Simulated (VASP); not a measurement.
Wanted: the native input for a VASP 6.6.1 run.

```
Task                   : single point
Functional             : PBE
Potentials or basis    : VASP PAW PBE potentials, release 64 (C)
Cutoff                 : 520 eV
k mesh                 : 8 × 8 × 4
Occupations            : gaussian, width 0.2 eV
Spin                   : no spin polarisation
Dipole correction      : no
Further INCAR settings : ALGO = Normal; EDIFF = 1e-06; NBANDS = 26
```

The structure of C lies in POSCAR:

```
C
1.0
   -2.6716136366      0.0000000000      0.0000000000
    1.3358068183     -3.0996599397      0.0000000000
    0.0000000000      0.0000000000      6.8566136001
C
8
Direct
    0.5000000000      1.0000000000      0.4025846081
    0.5000000000      1.0000000000      0.9025846081
    0.5000000000      1.0000000000      0.0974153919
    0.5000000000      1.0000000000      0.5974153919
    0.3220024245      0.6440048489      0.2500000000
    0.3220024245      0.6440048489      0.7500000000
    0.6779975755      0.3559951511      0.2500000000
    0.6779975755      0.3559951511      0.7500000000
```

One way to write it, as run:

INCAR

```
  PREC = Accurate
  ENCUT = 520
  EDIFF = 1E-6
  ISMEAR = 0
  SIGMA = 0.2
  LREAL = False
  LASPH = True
  NELM = 100
  ALGO = Normal
  ISIF = 2
  LWAVE = False
  LCHARG = True
  GGA = PE
  LELF = True
  LVHAR = True
  NBANDS = 26
```

KPOINTS

```
regular mesh
0
Gamma
  8 8 4
```

Potentials or basis: VASP PAW PBE potentials, release 64 (C).

Launch:

```bash
$ cat potpaw_PBE.64/C/POTCAR > POTCAR
$ mpirun -np 1 vasp_std > vasp.out
```

It gave:

The pressure is 0.4 GPa and the largest force is 0.028 eV/Å. The band gap on the k mesh is zero (band 16 reaches 8.81 eV, above the bottom of band 17 at 6.54 eV).

Wall time 2.9 min on 1 thread of AMD EPYC 7R13, on a shared host, peak memory 0.17 GiB.
